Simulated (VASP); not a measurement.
# MgO in VASP: single point with r2SCAN

Aim: the single point of MgO with r2SCAN.

Program: VASP 6.6.1. These are calculated values, not measurements. Logs are shortened: lines on timing, memory, paths and dates and some standing lists are left out, and cuts for length are marked.

## (1) The cell of the first run

The cell holds a slab with vacuum, 8 atoms: a = 2.973 Å, b = 2.973 Å, c = 23.306 Å, α = 90.00°, β = 90.00°, γ = 90.00°.

## (2) Single point, r2SCAN

Contents of POSCAR:

```
MgO
1.0
    2.9728306127      0.0000000000      0.0000000000
    0.0000000000      2.9728306127      0.0000000000
    0.0000000000      0.0000000000     23.3063260566
Mg O
4 4
Direct
    0.5000000000      0.5000000000      0.3647078471
    0.0000000000      0.0000000000      0.4549026157
    0.5000000000      0.5000000000      0.5452978654
    0.0000000000      0.0000000000      0.6344331748
    0.0000000000      0.0000000000      0.3647078471
    0.5000000000      0.5000000000      0.4549026157
    0.0000000000      0.0000000000      0.5449431395
    0.5000000000      0.5000000000      0.6362734508
```

Contents of INCAR.step1:

```
ALGO     = Normal         # electronic algorithm
DIPOL    = 0.5 0.5 0.500
EDIFF    = 1E-5           # SCF threshold, eV
ENCUT    = 580            # plane-wave cutoff, eV
GGA      = PE             # functional
GGA_COMPAT= F            
IDIPOL   = 3            
ISMEAR   = 0              # smearing method
LASPH    = T              # aspherical terms in the spheres
LCHARG   = F              # write CHGCAR
LDIPOL   = T            
LREAL    = F              # projectors in reciprocal space
LWAVE    = T              # write WAVECAR
NBANDS   = 26             # bands
NELM     = 120            # most SCF steps
NELMDL   = -8           
PREC     = Accurate       # precision mode
SIGMA    = 0.05           # smearing width, eV
```

Contents of INCAR.step2:

```
ALGO     = Normal         # electronic algorithm
DIPOL    = 0.5 0.5 0.500
EDIFF    = 1E-6           # SCF threshold, eV
ENCUT    = 580            # plane-wave cutoff, eV
GGA_COMPAT= F            
IDIPOL   = 3            
ISIF     = 2              # what is computed and relaxed
ISMEAR   = 0              # smearing method
ISTART   = 1            
LASPH    = T              # aspherical terms in the spheres
LCHARG   = F              # write CHGCAR
LDIPOL   = T            
LMIXTAU  = T            
LREAL    = F              # projectors in reciprocal space
LWAVE    = F              # write WAVECAR
METAGGA  = R2SCAN         # meta-GGA
NBANDS   = 26             # bands
NELM     = 120            # most SCF steps
PREC     = Accurate       # precision mode
SIGMA    = 0.05           # smearing width, eV
```

Contents of KPOINTS:

```
k-points
0
Gamma
  9 9 1
```

Potentials or basis: VASP PAW PBE potentials, release 64 (Mg, O).

The run is started by

```sh
$ cat potpaw_PBE.64/Mg/POTCAR potpaw_PBE.64/O/POTCAR > POTCAR
$ cp INCAR.step1 INCAR
$ mpirun -np 1 vasp_std > vasp.out
$ cp INCAR.step2 INCAR
$ mpirun -np 1 vasp_std > vasp.out
```

OUTCAR:

```text
EDIFF = 1E-6
   ENCUT = 580
   ISIF = 2
   ISMEAR = 0
   ISTART = 1
   LASPH = T
   LREAL = F
   METAGGA = R2SCAN
   NELM = 120
   PREC = Accurate

 ion  position               nearest neighbor table
   1  0.500  0.500  0.365-   5 2.10   5 2.10   5 2.10   5 2.10   6 2.10   2 2.97   2 2.97   2 2.97
                             2 2.97
   2  0.000  0.000  0.455-   7 2.10   6 2.10   6 2.10   6 2.10   6 2.10   5 2.10   1 2.97   1 2.97
                             1 2.97   1 2.97   3 2.98   3 2.98   3 2.98   3 2.98
   3  0.500  0.500  0.545-   7 2.10   7 2.10   7 2.10   7 2.10   6 2.11   8 2.12   4 2.96   4 2.96
                             4 2.96   4 2.96   2 2.98   2 2.98   2 2.98   2 2.98
   4  0.000  0.000  0.634-   7 2.09   8 2.10   8 2.10   8 2.10   8 2.10   3 2.96   3 2.96   3 2.96
                             3 2.96
   5  0.000  0.000  0.365-   1 2.10   1 2.10   1 2.10   1 2.10   2 2.10
   6  0.500  0.500  0.455-   2 2.10   2 2.10   2 2.10   2 2.10   1 2.10   3 2.11
   7  0.000  0.000  0.545-   4 2.09   2 2.10   3 2.10   3 2.10   3 2.10   3 2.10
   8  0.500  0.500  0.636-   4 2.10   4 2.10   4 2.10   4 2.10   3 2.12

  LATTYP: Found a simple tetragonal cell.
 ALAT       =     2.9728306127
 C/A-ratio  =     7.8397759889

  Lattice vectors:

 A1 = (   2.9728306127,   0.0000000000,   0.0000000000)
 A2 = (   0.0000000000,   2.9728306127,   0.0000000000)
 A3 = (   0.0000000000,   0.0000000000,  23.3063260566)

Analysis of symmetry for initial positions (statically):
=====================================================================
 Subroutine PRICEL returns:
 Original cell was already a primitive cell.

 Routine SETGRP: Setting up the symmetry group for a
 simple tetragonal supercell.

 Subroutine GETGRP returns: Found  8 space group operations
 (whereof  8 operations were pure point group operations)
 out of a pool of 16 trial point group operations.

The static configuration has the point symmetry C_4v.

Analysis of symmetry for dynamics (positions and initial velocities):
=====================================================================
 Subroutine PRICEL returns:
 Original cell was already a primitive cell.

 Routine SETGRP: Setting up the symmetry group for a
 simple tetragonal supercell.

 Subroutine GETGRP returns: Found  8 space group operations
 (whereof  8 operations were pure point group operations)
 out of a pool of 16 trial point group operations.

[... 112 lines left out ...]
   PSTRESS=    0.0 pullay stress
   NELECT =      32.0000    total number of electrons
   NUPDOWN=      -1.0000    fix difference up-down
   EMIN   =  10.00;   EMAX   =-10.00  energy-range for DOS
   EFERMI =   0.00;   METHOD = LEGACY
   ISMEAR =     0;   SIGMA  =   0.05  broadening in eV -4-tet -1-fermi 0-gaus
   EFERMI_NEDOS =   21; number of points for ismear=-14 and -15
   IALGO  =     38    algorithm
   IMIX   =      4    mixing-type and parameters
     AMIX     =   0.40;   BMIX     =  1.00
     AMIX_MAG =   1.60;   BMIX_MAG =  1.00
  volume/ion in A,a.u.               =      25.75       173.75
  Fermi-wavevector in a.u.,A,eV,Ry     =   0.880076  1.663102 10.538168  0.774534
  Thomas-Fermi vector in A             =   2.000387
   LORBIT       =      0    0 simple, 1 ext, 2 COOP (PROOUT), +10 PAW based schemes
   METAGGA = R2SCAN    functional components
   LHFCALC =     F    Hartree Fock is set to
   AEXX    =    0.0000 exact exchange contribution
   IVDW    =     0    specifies the selected vdW correction
   LEPSILON=     F    determine dielectric tensor
   LRPA    =     F    only Hartree local field effects (RPA)
 non-spin polarized calculation
 Gauss-broadening in eV      SIGMA  =   0.05
  energy-cutoff  :      580.00
  volume of cell :      205.97
 maximum number of plane-waves:      6602
 NGX is ok and might be reduce to    24
   NGX = 11   NGY = 11   NGZ = 91

 number of electron      31.9999986 magnetization

 dipolmoment           0.000000      0.000000      0.019108 electrons x Angstroem

 Free energy of the ion-electron system (eV)
  ---------------------------------------------------
  ext. energy  EPLUGINS =         0.00000000
  ---------------------------------------------------
  free energy    TOTEN  =       -63.41460366 eV

  energy without entropy =      -63.41460366  energy(sigma->0) =      -63.41460366

 E-fermi :  -2.0841     XC(G=0):  -4.7490

 val. band max:       -2.3385081465   @ k =   0.0000   0.0000   0.0000
 cond. band min:       1.6291707703   @ k =   0.0000   0.0000   0.0000
 fundamental gap:      3.9676789169
 Fermi energy:        -2.0840979017

 k-point     1 :       0.0000    0.0000    0.0000
  band No.  band energies     occupation
      1     -20.3248      2.00000
      2     -19.7991      2.00000
      3     -19.2350      2.00000
      4     -18.9994      2.00000
      5      -6.0386      2.00000
      6      -5.0342      2.00000
[... 424 lines left out ...]
     25       9.8618      0.00000
     26       9.9181      0.00000

------------------------ aborting loop because EDIFF is reached ----------------------------------------

 vacuum level on the upper side and lower side of the slab       (xc-potential included)         0.179        -0.203

  FORCE on cell =-STRESS in cart. coord.  units (eV):
  Direction    XX          YY          ZZ          XY          YZ          ZX
  --------------------------------------------------------------------------------------
  -------------------------------------------------------------------------------------
  Total       -4.5066794     -4.5066794     -0.4715319      0.0000000      0.0000000      0.0000000
  in kB      -35.0552523    -35.0552523     -3.6678154      0.0000000      0.0000000      0.0000000
  external PRESSURE =     -24.5927734 kB  Pullay stress =       0.0000000 kB

 VOLUME and BASIS-vectors are now :
 -----------------------------------------------------------------------------
  energy-cutoff  :      580.00
  volume of cell :      205.97
      direct lattice vectors                 reciprocal lattice vectors
     2.972830613  0.000000000  0.000000000     0.336379744  0.000000000  0.000000000
     0.000000000  2.972830613  0.000000000     0.000000000  0.336379744  0.000000000
     0.000000000  0.000000000 23.306326057     0.000000000  0.000000000  0.042906806

 POSITION                                       TOTAL-FORCE (eV/Angst)
 -----------------------------------------------------------------------------------
      1.48642      1.48642      8.50000        -0.000000      0.000000      0.482262
      0.00000      0.00000     10.60211         0.000000     -0.000000     -0.003996
      1.48642      1.48642     12.70889        -0.000000      0.000000     -0.031044
      0.00000      0.00000     14.78631        -0.000000     -0.000000     -0.048398
      0.00000      0.00000      8.50000        -0.000000     -0.000000     -0.437824
      1.48642      1.48642     10.60211        -0.000000     -0.000000      0.015683
      0.00000      0.00000     12.70062        -0.000000     -0.000000      0.029134
      1.48642      1.48642     14.82920        -0.000000     -0.000000     -0.005819
 -----------------------------------------------------------------------------------
    total drift:                                0.000000     -0.000000      0.013468

  FREE ENERGIE OF THE ION-ELECTRON SYSTEM (eV)
  ---------------------------------------------------
  free  energy   TOTEN  =       -63.4146036556 eV

  energy  without entropy=      -63.4146036556  energy(sigma->0) =      -63.41460366

 vacuum level on the upper side and lower side of the slab         3.111         2.710
```

OUTCAR.step1:

```text
EDIFF = 1E-5
   ENCUT = 580
   GGA = PE
   ISMEAR = 0
   LASPH = T
   LREAL = F
   NELM = 120
[... 677 lines left out ...]
      0.00000      0.00000     12.70062        -0.000000      0.000000      0.015959
      1.48642      1.48642     14.82920        -0.000000     -0.000000      0.195734
 -----------------------------------------------------------------------------------
    total drift:                                0.000000     -0.000000     -0.000314

  FREE ENERGIE OF THE ION-ELECTRON SYSTEM (eV)
  ---------------------------------------------------
  free  energy   TOTEN  =       -46.6772720346 eV

  energy  without entropy=      -46.6772720346  energy(sigma->0) =      -46.67727203

 vacuum level on the upper side and lower side of the slab         2.557         2.182
```

OSZICAR.step1:

```text
N       E                     dE             d eps       ncg     rms          rms(c)
DAV:   1     0.265735476206E+03    0.26574E+03   -0.13555E+04   780   0.107E+03
DAV:   2    -0.159669581297E+02   -0.28170E+03   -0.26095E+03  1138   0.246E+02
DAV:   3    -0.538159558015E+02   -0.37849E+02   -0.37536E+02  1012   0.975E+01
[... 12 lines left out ...]
DAV:  16    -0.466748580469E+02   -0.11472E-02   -0.17557E-03   962   0.352E-01    0.472E-02
DAV:  17    -0.466762444785E+02   -0.13864E-02   -0.41314E-04   866   0.124E-01    0.428E-02
DAV:  18    -0.466769359606E+02   -0.69148E-03   -0.32030E-04   844   0.121E-01    0.194E-02
DAV:  19    -0.466772717020E+02   -0.33574E-03   -0.72144E-05   810   0.473E-02    0.236E-02
DAV:  20    -0.466772720346E+02   -0.33254E-06   -0.80474E-05   852   0.639E-02
   1 F= -.46677272E+02 E0= -.46677272E+02  d E =-.122802E-15
```

It took 17 min on 1 thread of Intel Xeon 8259CL, shared host; peak memory 0.4 GiB.

Results:

```yaml
Free_energy: -63.4146 eV
Largest_force: 0.482 eV/Å
Band_gap_on_the_k_mesh: 3.97 eV
```

Forces in eV/Å, atoms in the order of the input:
```
Mg   0.000  0.000  0.482
Mg   0.000  0.000 -0.004
Mg   0.000  0.000 -0.031
Mg   0.000  0.000 -0.048
O    0.000  0.000 -0.438
O    0.000  0.000  0.016
O    0.000  0.000  0.029
O    0.000  0.000 -0.006
```

Caveat: the PAW data sets were made with another functional, which shifts forces and pressure a little.
